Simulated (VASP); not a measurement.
# CdS (R3m) in VASP: notebook, part 2 of 3

VASP 6.6.1. The steps go on from the part before.

### 3 Electric field gradients, PBE (equal xy, yz and zx shear strains of +1 %)

Input file INCAR:

```
PREC     = Accurate       # precision mode
ENCUT    = 520            # plane-wave cutoff, eV
EDIFF    = 1E-8           # SCF threshold, eV
ISMEAR   = -1             # smearing method
SIGMA    = 0.02           # smearing width, eV
LREAL    = F              # projectors in reciprocal space
LASPH    = T              # aspherical terms in the spheres
NELM     = 60             # most SCF steps
ALGO     = Normal         # electronic algorithm
ISIF     = 2              # what is computed and relaxed
LWAVE    = F              # write WAVECAR
LCHARG   = F              # write CHGCAR
GGA      = PE             # functional
LEFG     = T            
NBANDS   = 16             # bands
```

Input file KPOINTS:

```
regular mesh
0
Gamma
  7 7 7
```

Input file POSCAR:

```
CdS
1.0
    0.0294295346      2.9576682322      2.9576682322
    2.9576682322      0.0294295346      2.9576682322
    2.9576682322      2.9576682322      0.0294295346
Cd S
1 1
Direct
    0.0000000000      0.0000000000      0.0000000000
    0.7500000000      0.7500000000      0.7500000000
```

Potentials or basis: VASP PAW PBE potentials, release 64 (Cd, S).

On the command line:

```console
$ cat potpaw_PBE.64/Cd/POTCAR potpaw_PBE.64/S/POTCAR > POTCAR
$ mpirun -np 1 vasp_std > vasp.out
```

OUTCAR:

```text
PREC = Accurate
   ENCUT = 520
   EDIFF = 1E-8
   ISMEAR = -1
   LREAL = F
   LASPH = T
   NELM = 60
   ISIF = 2
   GGA = PE

 ion  position               nearest neighbor table
   1  0.000  0.000  0.000-   2 2.54   2 2.54   2 2.54   2 2.57
   2  0.750  0.750  0.750-   1 2.54   1 2.54   1 2.54   1 2.57

  LATTYP: Found a trigonal (rhomboedric) cell.
 ALAT       =     4.1828780572
 COS(alpha) =     0.5099250056

  Lattice vectors:

 A1 = (   0.0294295346,   2.9576682322,   2.9576682322)
 A2 = (   2.9576682322,   0.0294295346,   2.9576682322)
 A3 = (   2.9576682322,   2.9576682322,   0.0294295346)

Analysis of symmetry for initial positions (statically):
=====================================================================
 Subroutine PRICEL returns:
 Original cell was already a primitive cell.

 Routine SETGRP: Setting up the symmetry group for a
 trigonal (rhombohedral) supercell.

 Subroutine GETGRP returns: Found  6 space group operations
 (whereof  6 operations were pure point group operations)
 out of a pool of 12 trial point group operations.

The static configuration has the point symmetry C_3v.

Analysis of symmetry for dynamics (positions and initial velocities):
=====================================================================
 Subroutine PRICEL returns:
 Original cell was already a primitive cell.

 Routine SETGRP: Setting up the symmetry group for a
 trigonal (rhombohedral) supercell.

 Subroutine GETGRP returns: Found  6 space group operations
 (whereof  6 operations were pure point group operations)
 out of a pool of 12 trial point group operations.

The dynamic configuration has the point symmetry C_3v.

 Subroutine INISYM returns: Found  6 space group operations
 (whereof  6 operations are pure point group operations),
 and found     1 'primitive' translations

----------------------------------------------------------------------------------------

                                     Primitive cell

  volume of cell :      50.9739

  direct lattice vectors                    reciprocal lattice vectors
     0.029429535  2.957668232  2.957668232    -0.171596410  0.169905805  0.169905805
     2.957668232  0.029429535  2.957668232     0.169905805 -0.171596410  0.169905805
     2.957668232  2.957668232  0.029429535     0.169905805  0.169905805 -0.171596410

  length of vectors
     4.182878057  4.182878057  4.182878057     0.295264784  0.295264784  0.295264784

  position of ions in fractional coordinates (direct lattice)
     0.000000000  0.000000000  0.000000000
     0.750000000  0.750000000  0.750000000

  ion indices of the primitive-cell ions
   primitive index   ion index
                 1           1
                 2           2

----------------------------------------------------------------------------------------

 KPOINTS: regular mesh

Automatic generation of k-mesh.
 Grid dimensions read from file:
[... 60 lines left out ...]
   LNONCOLLINEAR =      F non collinear calculations
   LSORBIT =      F    spin-orbit coupling
   LASPH  =      T    aspherical Exc in radial PAW
   ENCUT  =  520.0 eV  38.22 Ry    6.18 a.u.   7.78  7.78  7.78*2*pi/ulx,y,z
   NELM   =     60;   NELMIN=  2; NELMDL= -5     # of ELM steps
   EDIFF  = 0.1E-07   stopping-criterion for ELM
   LREAL  =      F    real-space projection
   EDIFFG = 0.1E-06   stopping-criterion for IOM
   NSW    =      0    number of steps for IOM
   IBRION =     -1    ionic relax: 0-MD 1-quasi-New 2-CG
   NFREE  =      0    steps in history (QN), initial steepest desc. (CG)
   ISIF   =      2    stress and relaxation
   ISYM   =      2    0-nonsym 1-usesym 2-fastsym
   POTIM  = 0.5000    time-step for ionic-motion
   TEBEG  =    0.0;   TEEND  =   0.0 temperature during run
   PSTRESS=    0.0 pullay stress
   NELECT =      18.0000    total number of electrons
   NUPDOWN=      -1.0000    fix difference up-down
   EMIN   =  10.00;   EMAX   =-10.00  energy-range for DOS
   EFERMI =   0.00;   METHOD = LEGACY
   ISMEAR =    -1;   SIGMA  =   0.02  broadening in eV -4-tet -1-fermi 0-gaus
   EFERMI_NEDOS =   21; number of points for ismear=-14 and -15
   IALGO  =     38    algorithm
   IMIX   =      4    mixing-type and parameters
     AMIX     =   0.40;   BMIX     =  1.00
     AMIX_MAG =   1.60;   BMIX_MAG =  1.00
  volume/ion in A,a.u.               =      25.49       171.99
  Fermi-wavevector in a.u.,A,eV,Ry     =   1.157133  2.186663 18.217597  1.338956
  Thomas-Fermi vector in A             =   2.293747
   LORBIT       =      0    0 simple, 1 ext, 2 COOP (PROOUT), +10 PAW based schemes
   GGA     = PE    functional components
[... 5 lines left out ...]
 non-spin polarized calculation
  energy-cutoff  :      520.00
  volume of cell :       50.97
 maximum number of plane-waves:      1387
   NGX = 15   NGY = 15   NGZ = 15

 number of electron      18.0000004 magnetization

 Free energy of the ion-electron system (eV)
  ---------------------------------------------------
  ext. energy  EPLUGINS =         0.00000000
  ---------------------------------------------------
  free energy    TOTEN  =        -6.13831005 eV

  energy without entropy =       -6.13831005  energy(sigma->0) =       -6.13831005

 E-fermi :   1.5401     XC(G=0):  -9.0234

 val. band max:        1.1020559401   @ k =   0.0000   0.0000   0.0000
 cond. band min:       2.1764893895   @ k =   0.0000   0.0000   0.0000
 fundamental gap:      1.0744334494
 Fermi energy:         1.5400883844

 k-point     1 :       0.0000    0.0000    0.0000
  band No.  band energies     occupation
      1     -11.1210      2.00000
      2      -6.5534      2.00000
      3      -6.5534      2.00000
      4      -6.5375      2.00000
      5      -6.1042      2.00000
      6      -6.1042      2.00000
[... 433 lines left out ...]
      3      -6.3884      2.00000
      4      -6.2123      2.00000
      5      -6.0747      2.00000
      6      -5.9766      2.00000
[... 8 lines left out ...]
     15      13.5064      0.00000
     16      14.8703      0.00000

 [... further k-points ...]
[... 5 lines left out ...]
  --------------------------------------------------------------------------------------
  -------------------------------------------------------------------------------------
  Total        0.4797672      0.4797672      0.4797672     -0.1562076     -0.1562076     -0.1562076
  in kB       15.0797245     15.0797245     15.0797245     -4.9098133     -4.9098133     -4.9098133
  external PRESSURE =      15.0797245 kB  Pullay stress =       0.0000000 kB

 VOLUME and BASIS-vectors are now :
 -----------------------------------------------------------------------------
  energy-cutoff  :      520.00
  volume of cell :       50.97
      direct lattice vectors                 reciprocal lattice vectors
     0.029429535  2.957668232  2.957668232    -0.171596410  0.169905805  0.169905805
     2.957668232  0.029429535  2.957668232     0.169905805 -0.171596410  0.169905805
     2.957668232  2.957668232  0.029429535     0.169905805  0.169905805 -0.171596410

 POSITION                                       TOTAL-FORCE (eV/Angst)
 -----------------------------------------------------------------------------------
      0.00000      0.00000      0.00000        -0.058699     -0.058699     -0.058699
      4.45857      4.45857      4.45857         0.058699      0.058699      0.058699
 -----------------------------------------------------------------------------------
    total drift:                               -0.000082     -0.000082     -0.000082

  FREE ENERGIE OF THE ION-ELECTRON SYSTEM (eV)
  ---------------------------------------------------
  free  energy   TOTEN  =        -6.1383100515 eV

  energy  without entropy=       -6.1383100515  energy(sigma->0) =       -6.13831005

 Electric field gradients (V/A^2)
---------------------------------------------------------------------
 ion       V_xx      V_yy      V_zz      V_xy      V_xz      V_yz
---------------------------------------------------------------------
   1      -0.000     0.000    -0.000     5.516     5.516     5.516
   2      -0.000    -0.000    -0.000     1.078     1.078     1.078
---------------------------------------------------------------------

 Electric field gradients after diagonalization (V/A^2)
 (convention: |V_zz| > |V_xx| > |V_yy|)
----------------------------------------------------------------------
 ion       V_xx      V_yy      V_zz     asymmetry (V_yy - V_xx)/ V_zz
----------------------------------------------------------------------
   1      -5.516    -5.516    11.031       0.000
   2      -1.078    -1.078     2.156       0.000
----------------------------------------------------------------------

           NMR quadrupolar parameters

 Cq : quadrupolar parameter    Cq=e*Q*V_zz/h
 eta: asymmetry parameters     (V_yy - V_xx)/ V_zz
 Q  : nuclear electric quadrupole moment in mb (millibarn)
----------------------------------------------------------------------
 ion       Cq(MHz)       eta       Q (mb)
----------------------------------------------------------------------
   1       0.027       0.000       1.000
   2       0.005       0.000       1.000
----------------------------------------------------------------------
```

Run time: 27 s. Hardware: 1 thread of Intel Xeon Platinum 8259CL at 2.50GHz (Skylake/Cascade Lake), shared host; peak memory 0.19 GiB.

Results:

```
Free energy            : -6.1383 eV
Pressure               : 1.5 GPa
Largest force          : 0.102 eV/Å
Band gap on the k mesh : 1.07 eV, direct
```

Forces on the atoms (eV/Å):
```
Cd  -0.059 -0.059 -0.059
S    0.059  0.059  0.059
```

Levels at points of the mesh, in eV from the valence-band top:
```csv
k point,band 6,band 7,band 8,band 9,band 10,band 11,band 12,band 13
"(0.00, 0.00, 0.00)",-7.21,-0.05,0.00,0.00,1.07,6.41,6.60,6.60
```

Electric field gradients, principal values (V/Å²):
| atom | least | middle | greatest (by size) |
| --- | --- | --- | --- |
| 1 Cd | -5.516 | -5.516 | 11.031 |
| 2 S | -1.078 | -1.078 | 2.156 |

Caveat: the cell differs from its parent crystal (equal xy, yz and zx shear strains of +1 %); without QUAD_EFG the Cq values of the log hold for a quadrupole moment of 1 mb, not for the nuclei.

(Continued in part 3 of 3.)
